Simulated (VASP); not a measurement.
# Pb (Fm-3m) in VASP: notebook

Pb is run at these levels: revPBE; tasks: single point.

Program: VASP 6.6.1. These are calculated values, not measurements. Logs are shortened: lines on timing, memory, paths and dates and some standing lists are left out, and cuts for length are marked.

### Step 1. The cell of the first run

The structure is cubic, space group Fm-3m (No. 225). Conventional cell: a = 4.950 Å, b = 4.950 Å, c = 4.950 Å, α = 90.00°, β = 90.00°, γ = 90.00°. Within 4.6 Å of Pb (site symmetry m-3m) lie 12 Pb at 3.50 Å.

### Step 2. Single point, revPBE

The input, INCAR:

```
SYSTEM = Pb
  PREC = Accurate
  ENCUT = 520
  EDIFF = 1E-6
  ISMEAR = -1
  SIGMA = 0.05
  LREAL = .False.
  LASPH = .True.
  NELM = 60
  ALGO = Normal
  ISIF = 2
  LWAVE = .False.
  LCHARG = .False.
  GGA = RE
  NBANDS = 13
```

The input, KPOINTS:

```
Automatic mesh
0
Gamma
  9 9 9
  0 0 0
```

The input, POSCAR:

```
Pb
1.0
    0.0000000000      2.4750200000      2.4750200000
    2.4750200000      0.0000000000      2.4750200000
    2.4750200000      2.4750200000      0.0000000000
Pb
1
Direct
    0.0000000000      0.0000000000      0.0000000000
```

Potentials or basis: VASP PAW PBE potentials, release 64 (Pb_d).

Launch:

```sh
cat potpaw_PBE.64/Pb_d/POTCAR > POTCAR
mpirun -np 1 vasp_std > vasp.out
```

OUTCAR:

```text
SYSTEM = Pb
   PREC = Accurate
   ENCUT = 520
   EDIFF = 1E-6
   ISMEAR = -1
   LREAL = .False.
   LASPH = .True.
   NELM = 60
   ISIF = 2
   GGA = RE

 ion  position               nearest neighbor table
   1  0.000  0.000  0.000-

  LATTYP: Found a face centered cubic cell.
 ALAT       =     4.9500400000

  Lattice vectors:

 A1 = (   0.0000000000,   2.4750200000,   2.4750200000)
 A2 = (   2.4750200000,   0.0000000000,   2.4750200000)
 A3 = (   2.4750200000,   2.4750200000,   0.0000000000)

Analysis of symmetry for initial positions (statically):
=====================================================================
 Subroutine PRICEL returns:
 Original cell was already a primitive cell.

 Routine SETGRP: Setting up the symmetry group for a
 face centered cubic supercell.

 Subroutine GETGRP returns: Found 48 space group operations
 (whereof 48 operations were pure point group operations)
 out of a pool of 48 trial point group operations.

The static configuration has the point symmetry O_h .

Analysis of symmetry for dynamics (positions and initial velocities):
=====================================================================
 Subroutine PRICEL returns:
 Original cell was already a primitive cell.

 Routine SETGRP: Setting up the symmetry group for a
 face centered cubic supercell.

 Subroutine GETGRP returns: Found 48 space group operations
 (whereof 48 operations were pure point group operations)
 out of a pool of 48 trial point group operations.

The dynamic configuration has the point symmetry O_h .

 Subroutine INISYM returns: Found 48 space group operations
 (whereof 48 operations are pure point group operations),
 and found     1 'primitive' translations

----------------------------------------------------------------------------------------

                                     Primitive cell

  volume of cell :      30.3226

  direct lattice vectors                    reciprocal lattice vectors
     0.000000000  2.475020000  2.475020000    -0.202018570  0.202018570  0.202018570
     2.475020000  0.000000000  2.475020000     0.202018570 -0.202018570  0.202018570
     2.475020000  2.475020000  0.000000000     0.202018570  0.202018570 -0.202018570

  length of vectors
     3.500206851  3.500206851  3.500206851     0.349906427  0.349906427  0.349906427

  position of ions in fractional coordinates (direct lattice)
     0.000000000  0.000000000  0.000000000

  ion indices of the primitive-cell ions
   primitive index   ion index
                 1           1

----------------------------------------------------------------------------------------

 KPOINTS: Automatic mesh

Automatic generation of k-mesh.
 Grid dimensions read from file:
 generate k-points for:    9    9    9

 Generating k-lattice:

  Cartesian coordinates                     Fractional coordinates (reciprocal lattice)
    -0.022446508  0.022446508  0.022446508     0.111111111  0.000000000  0.000000000
     0.022446508 -0.022446508  0.022446508     0.000000000  0.111111111  0.000000000
     0.022446508  0.022446508 -0.022446508     0.000000000  0.000000000  0.111111111

  Length of vectors
     0.038878492  0.038878492  0.038878492

  Shift w.r.t. Gamma in fractional coordinates (k-lattice)
     0.000000000  0.000000000  0.000000000

 Subroutine IBZKPT returns following result:
 ===========================================

 Found     35 irreducible k-points:

 Following reciprocal coordinates:
            Coordinates               Weight
  0.000000  0.000000  0.000000      1.000000
  0.111111  0.000000  0.000000      8.000000
  0.222222  0.000000  0.000000      8.000000
  0.333333  0.000000  0.000000      8.000000
  0.444444  0.000000  0.000000      8.000000
  0.111111  0.111111  0.000000      6.000000
[... 16 lines left out ...]
 -0.333333  0.333333  0.000000     12.000000
  0.444444  0.444444  0.000000      6.000000
 [... further k-points ...]
   k-points           NKPTS =     35   k-points in BZ     NKDIM =     35   number of bands    NBANDS=     13
   number of dos      NEDOS =    301   number of ions     NIONS =      1
   total plane-waves  NPLWV =  21952
   dimension x,y,z NGX =    28 NGY =   28 NGZ =   28
   dimension x,y,z NGXF=    56 NGYF=   56 NGZF=   56
   ions per type =               1
   NGX,Y,Z   is equivalent  to a cutoff of  13.30, 13.30, 13.30 a.u.
   NGXF,Y,Z  is equivalent  to a cutoff of  26.60, 26.60, 26.60 a.u.
 SYSTEM =  Pb
   PREC   = accura    normal or accurate (medium, high low for compatibility)
   ISTART =      0    job   : 0-new  1-cont  2-samecut
   ICHARG =      2    charge: 1-file 2-atom 10-const
   ISPIN  =      1    spin polarized calculation?
   LNONCOLLINEAR =      F non collinear calculations
   LSORBIT =      F    spin-orbit coupling
   LASPH  =      T    aspherical Exc in radial PAW
   ENCUT  =  520.0 eV  38.22 Ry    6.18 a.u.   6.51  6.51  6.51*2*pi/ulx,y,z
   NELM   =     60;   NELMIN=  2; NELMDL= -5     # of ELM steps
   EDIFF  = 0.1E-05   stopping-criterion for ELM
   LREAL  =      F    real-space projection
   EDIFFG = 0.1E-04   stopping-criterion for IOM
   NSW    =      0    number of steps for IOM
   IBRION =     -1    ionic relax: 0-MD 1-quasi-New 2-CG
   NFREE  =      0    steps in history (QN), initial steepest desc. (CG)
   ISIF   =      2    stress and relaxation
   ISYM   =      2    0-nonsym 1-usesym 2-fastsym
   POTIM  = 0.5000    time-step for ionic-motion
   TEBEG  =    0.0;   TEEND  =   0.0 temperature during run
   PSTRESS=    0.0 pullay stress
   NELECT =      14.0000    total number of electrons
   NUPDOWN=      -1.0000    fix difference up-down
   EMIN   =  10.00;   EMAX   =-10.00  energy-range for DOS
   EFERMI =   0.00;   METHOD = LEGACY
   ISMEAR =    -1;   SIGMA  =   0.05  broadening in eV -4-tet -1-fermi 0-gaus
   EFERMI_NEDOS =   21; number of points for ismear=-14 and -15
   IALGO  =     38    algorithm
   IMIX   =      4    mixing-type and parameters
     AMIX     =   0.40;   BMIX     =  1.00
     AMIX_MAG =   1.60;   BMIX_MAG =  1.00
  volume/ion in A,a.u.               =      30.32       204.63
  Fermi-wavevector in a.u.,A,eV,Ry     =   1.265306  2.391081 21.782907  1.600999
  Thomas-Fermi vector in A             =   2.398566
   LORBIT       =      0    0 simple, 1 ext, 2 COOP (PROOUT), +10 PAW based schemes
   GGA     = RE    functional components
   LHFCALC =     F    Hartree Fock is set to
   AEXX    =    0.0000 exact exchange contribution
   IVDW    =     0    specifies the selected vdW correction
   LEPSILON=     F    determine dielectric tensor
   LRPA    =     F    only Hartree local field effects (RPA)
 non-spin polarized calculation
  energy-cutoff  :      520.00
  volume of cell :       30.32
 maximum number of plane-waves:       869
 NGX is ok and might be reduce to    28
   NGX = 13   NGY = 13   NGZ = 13

 number of electron      13.9999999 magnetization

 Free energy of the ion-electron system (eV)
  ---------------------------------------------------
  ext. energy  EPLUGINS =         0.00000000
  ---------------------------------------------------
  free energy    TOTEN  =        -3.23654469 eV

  energy without entropy =       -3.23344371  energy(sigma->0) =       -3.23499420

 E-fermi :   7.2335     XC(G=0): -10.1152

 val. band max:        7.0093905826   @ k =  -0.3333   0.3333   0.1111
 cond. band min:       7.2396596383   @ k =  -0.2222   0.3333   0.1111
 fundamental gap:      0.2302690556
 Fermi energy:         7.2334526711

 k-point     1 :       0.0000    0.0000    0.0000
  band No.  band energies     occupation
      1      -9.7509      2.00000
      2      -9.7509      2.00000
      3      -9.7509      2.00000
      4      -9.6121      2.00000
      5      -9.6121      2.00000
      6      -4.3757      2.00000
      7      14.8109      0.00000
      8      14.8109      0.00000
      9      14.8109      0.00000
     10      17.1096      0.00000
     11      18.6853      0.00000
     12      19.8466      0.00000
     13      19.8466      0.00000

 k-point     2 :       0.1111    0.0000    0.0000
  band No.  band energies     occupation
      1      -9.7514      2.00000
      2      -9.7345      2.00000
      3      -9.7345      2.00000
      4      -9.6121      2.00000
      5      -9.6121      2.00000
      6      -4.1378      2.00000
      7      12.4305      0.00000
      8      14.5275      0.00000
      9      14.5275      0.00000
     10      16.7198      0.00000
     11      19.6667      0.00000
     12      20.3526      0.00000
     13      20.3526      0.00000

 k-point     3 :       0.2222    0.0000    0.0000
  band No.  band energies     occupation
      1      -9.7564      2.00000
      2      -9.7152      2.00000
      3      -9.7152      2.00000
      4      -9.5895      2.00000
      5      -9.5895      2.00000
      6      -3.4259      2.00000
      7       8.9592      0.00000
      8      13.9269      0.00000
      9      13.9269      0.00000
     10      16.3765      0.00000
     11      19.2137      0.00000
     12      19.9765      0.00000
     13      19.9765      0.00000
[... 305 lines left out ...]
 k-point    23 :      -0.3333    0.3333    0.0000
  band No.  band energies     occupation
      1      -9.8055      2.00000
      2      -9.6487      2.00000
      3      -9.6020      2.00000
      4      -9.5802      2.00000
      5      -9.5159      2.00000
      6       0.2169      2.00000
      7       5.5588      2.00000
      8       5.8297      2.00000
      9      11.0447      0.00000
     10      14.2663      0.00000
     11      21.1127      0.00000
     12      22.7334      0.00000
     13      22.7598      0.00000

 k-point    24 :       0.4444    0.4444    0.0000
  band No.  band energies     occupation
      1      -9.9083      2.00000
      2      -9.8172      2.00000
      3      -9.4930      2.00000
      4      -9.4540      2.00000
      5      -9.4540      2.00000
      6       0.2244      2.00000
      7       4.6632      2.00000
      8       9.5335      0.00000
      9       9.5335      0.00000
     10      12.8284      0.00000
     11      14.0425      0.00000
     12      25.6262      0.00000
     13      27.3225      0.00000

 [... further k-points ...]

------------------------ aborting loop because EDIFF is reached ----------------------------------------

  FORCE on cell =-STRESS in cart. coord.  units (eV):
  Direction    XX          YY          ZZ          XY          YZ          ZX
  --------------------------------------------------------------------------------------
  -------------------------------------------------------------------------------------
  Total        0.6359611      0.6359611      0.6359611      0.0000000     -0.0000000      0.0000000
  in kB       33.6027614     33.6027614     33.6027614      0.0000000     -0.0000000      0.0000000
  external PRESSURE =      33.6027614 kB  Pullay stress =       0.0000000 kB

 VOLUME and BASIS-vectors are now :
 -----------------------------------------------------------------------------
  energy-cutoff  :      520.00
  volume of cell :       30.32
      direct lattice vectors                 reciprocal lattice vectors
     0.000000000  2.475020000  2.475020000    -0.202018570  0.202018570  0.202018570
     2.475020000  0.000000000  2.475020000     0.202018570 -0.202018570  0.202018570
     2.475020000  2.475020000  0.000000000     0.202018570  0.202018570 -0.202018570

 POSITION                                       TOTAL-FORCE (eV/Angst)
 -----------------------------------------------------------------------------------
      0.00000      0.00000      0.00000         0.000000     -0.000000      0.000000
 -----------------------------------------------------------------------------------
    total drift:                               -0.000000     -0.000000     -0.000000

  FREE ENERGIE OF THE ION-ELECTRON SYSTEM (eV)
  ---------------------------------------------------
  free  energy   TOTEN  =        -3.2365446925 eV

  energy  without entropy=       -3.2334437104  energy(sigma->0) =       -3.23499420
```

Run time: 8.6 s. Hardware: 1 thread of Intel Xeon Platinum 8375C at 2.90GHz (Ice Lake), shared host; peak memory 0.16 GiB.

Results:

- Free energy: -3.2365 eV
- Pressure: 3.4 GPa
- Band gap on the k mesh: zero (band 7 reaches 14.81 eV, above the bottom of band 8 at 5.83 eV)

Caveat: the PAW data sets were made with another functional, which shifts forces and pressure a little; spin-orbit coupling is left out, which moves the levels of the heavy elements.

### Step 3. Single point, revPBE

This run uses another cell than the first one, of 30.93 Å³/atom, 1.020 times its volume.

The input, INCAR:

```
PREC = Accurate
ENCUT = 520
EDIFF = 1E-6
ISMEAR = -1
SIGMA = 0.05
LREAL = False
LASPH = True
NELM = 100
ALGO = Normal
ISIF = 2
LWAVE = False
LCHARG = False
GGA = RE
NBANDS = 13
```

The input, KPOINTS:

```
Automatic mesh
0
Gamma
  9 9 9
```

The input, POSCAR:

```
Pb
1.0
    0.0000000000      2.4914113386      2.4914113386
    2.4914113386      0.0000000000      2.4914113386
    2.4914113386      2.4914113386      0.0000000000
Pb
1
Direct
    0.0000000000      0.0000000000      0.0000000000
```

Potentials or basis: VASP PAW PBE potentials, release 64 (Pb_d).

Launch:

```sh
cat potpaw_PBE.64/Pb_d/POTCAR > POTCAR
mpirun -np 1 vasp_std > vasp.out
```

OUTCAR:

```text
PREC = Accurate
   ENCUT = 520
   EDIFF = 1E-6
   ISMEAR = -1
   LREAL = False
   LASPH = True
   NELM = 100
   ISIF = 2
   GGA = RE

 ion  position               nearest neighbor table
   1  0.000  0.000  0.000-

  LATTYP: Found a face centered cubic cell.
 ALAT       =     4.9828226772

  Lattice vectors:

 A1 = (   0.0000000000,   2.4914113386,   2.4914113386)
 A2 = (   2.4914113386,   0.0000000000,   2.4914113386)
[... 561 lines left out ...]
     11      13.7623      0.00000
     12      25.2925      0.00000
     13      26.8736      0.00000

 [... further k-points ...]

------------------------ aborting loop because EDIFF is reached ----------------------------------------

  FORCE on cell =-STRESS in cart. coord.  units (eV):
  Direction    XX          YY          ZZ          XY          YZ          ZX
  --------------------------------------------------------------------------------------
  -------------------------------------------------------------------------------------
  Total        0.4551986      0.4551986      0.4551986     -0.0000000     -0.0000000      0.0000000
  in kB       23.5800747     23.5800747     23.5800747     -0.0000000     -0.0000000      0.0000000
  external PRESSURE =      23.5800747 kB  Pullay stress =       0.0000000 kB

 VOLUME and BASIS-vectors are now :
 -----------------------------------------------------------------------------
  energy-cutoff  :      520.00
  volume of cell :       30.93
      direct lattice vectors                 reciprocal lattice vectors
     0.000000000  2.491411339  2.491411339    -0.200689462  0.200689462  0.200689462
     2.491411339  0.000000000  2.491411339     0.200689462 -0.200689462  0.200689462
     2.491411339  2.491411339  0.000000000     0.200689462  0.200689462 -0.200689462

 POSITION                                       TOTAL-FORCE (eV/Angst)
 -----------------------------------------------------------------------------------
      0.00000      0.00000      0.00000         0.000000      0.000000      0.000000
 -----------------------------------------------------------------------------------
    total drift:                               -0.000000     -0.000000     -0.000000

  FREE ENERGIE OF THE ION-ELECTRON SYSTEM (eV)
  ---------------------------------------------------
  free  energy   TOTEN  =        -3.2476187736 eV

  energy  without entropy=       -3.2443819584  energy(sigma->0) =       -3.24600037
```

OSZICAR:

```text
N       E                     dE             d eps       ncg     rms          rms(c)
DAV:   1     0.108842373613E+03    0.10884E+03   -0.71575E+03   920   0.125E+03
DAV:   2     0.209855446511E+01   -0.10674E+03   -0.10384E+03   935   0.307E+02
DAV:   3    -0.312940708026E+01   -0.52280E+01   -0.52165E+01  1143   0.747E+01
DAV:   4    -0.324951085871E+01   -0.12010E+00   -0.12008E+00  1119   0.121E+01
DAV:   5    -0.325542850458E+01   -0.59176E-02   -0.59175E-02  1277   0.251E+00    0.485E-01
DAV:   6    -0.324887880729E+01    0.65497E-02   -0.10384E-02  1165   0.175E+00    0.255E-01
DAV:   7    -0.324754968547E+01    0.13291E-02   -0.50466E-03  1175   0.114E+00    0.902E-02
DAV:   8    -0.324762202455E+01   -0.72339E-04   -0.48662E-04  1130   0.329E-01    0.104E-02
DAV:   9    -0.324761986895E+01    0.21556E-05   -0.11898E-05  1318   0.560E-02    0.511E-03
DAV:  10    -0.324761869829E+01    0.11707E-05   -0.12748E-06  1095   0.100E-02    0.430E-04
DAV:  11    -0.324761877356E+01   -0.75274E-07   -0.47089E-08   695   0.338E-03
   1 F= -.32476188E+01 E0= -.32460004E+01  d E =-.323682E-02
```

It took 8.6 s on 1 thread of Intel Xeon Platinum 8375C at 2.90GHz (Ice Lake), shared host; peak memory 0.16 GiB.

Results:

```
Free energy            : -3.2476 eV
Pressure               : 2.4 GPa
Band gap on the k mesh : zero (band 7 reaches 14.44 eV, above the bottom of band 8 at 5.65 eV)
```

Levels at points of the mesh, in eV from the Fermi level:
| k point | band 4 | band 5 | band 6 | band 7 | band 8 | band 9 | band 10 | band 11 |
| --- | --- | --- | --- | --- | --- | --- | --- | --- |
| (0.00, 0.00, 0.00) | -16.85 | -16.85 | -11.48 | 7.41 | 7.41 | 7.41 | 9.85 | 11.19 |

Caveat: the PAW data sets were made with another functional, which shifts forces and pressure a little; spin-orbit coupling is left out, which moves the levels of the heavy elements.

### Step 4. Single point, revPBE

This run uses another cell than the first one, of 31.54 Å³/atom, 1.040 times its volume.

The input, INCAR:

```
PREC = Accurate ; ENCUT = 520
EDIFF = 1E-6 ; ISMEAR = -1
SIGMA = 0.05 ; LREAL = F
LASPH = T ; NELM = 80
ALGO = Fast ; ISIF = 2
LWAVE = F ; LCHARG = F
GGA = RE ; NBANDS = 13
```

KPOINTS is that of step 3.

The input, POSCAR:

```
Pb
1.0
    0.0000000000      2.5075897876      2.5075897876
    2.5075897876      0.0000000000      2.5075897876
    2.5075897876      2.5075897876      0.0000000000
Pb
1
Direct
    0.0000000000      0.0000000000      0.0000000000
```

Launch:

```sh
cat potpaw_PBE.64/Pb_d/POTCAR > POTCAR
mpirun -np 1 vasp_std > vasp.out
```

It took 11 s on 1 thread of Intel Xeon Platinum 8375C at 2.90GHz (Ice Lake), shared host; peak memory 0.15 GiB.

It converged, with:

```yaml
Free_energy: -3.2551 eV
Pressure: 1.5 GPa
Band_gap_on_the_k_mesh: zero (band 7 reaches 14.07 eV, above the bottom of band 8 at 5.48 eV)
```

Levels at points of the mesh, in eV from the Fermi level:
```csv
k point,band 3,band 4,band 5,band 6,band 7,band 8,band 9,band 10,band 11,band 12
"(0.00, 0.00, 0.00)",-16.97,-16.85,-16.85,-11.36,7.26,7.26,7.26,9.84,10.94,12.32
```

Caveat: the PAW data sets were made with another functional, which shifts forces and pressure a little; spin-orbit coupling is left out, which moves the levels of the heavy elements.

### Step 5. Overview

```csv
cell,gap on the mesh (eV),pressure (GPa)
"a = 3.500 Å, angles 60.0°, 1 atom",none,3.4
"a = 3.523 Å, angles 60.0°, 1 atom",none,2.4
"a = 3.546 Å, angles 60.0°, 1 atom",none,1.5
```

Alike in all rows: task single point; level revPBE; potentials or basis VASP PAW PBE potentials, release 64 (Pb_d); no spin polarisation; k mesh 9 × 9 × 9; cutoff (eV) 520; smearing fermi-dirac 0.05 eV.

Caveats: the PAW data sets were made with another functional, which shifts forces and pressure a little; spin-orbit coupling is left out, which moves the levels of the heavy elements.

Total energies depend on the potentials used, so only differences within one code and one set of settings carry meaning.
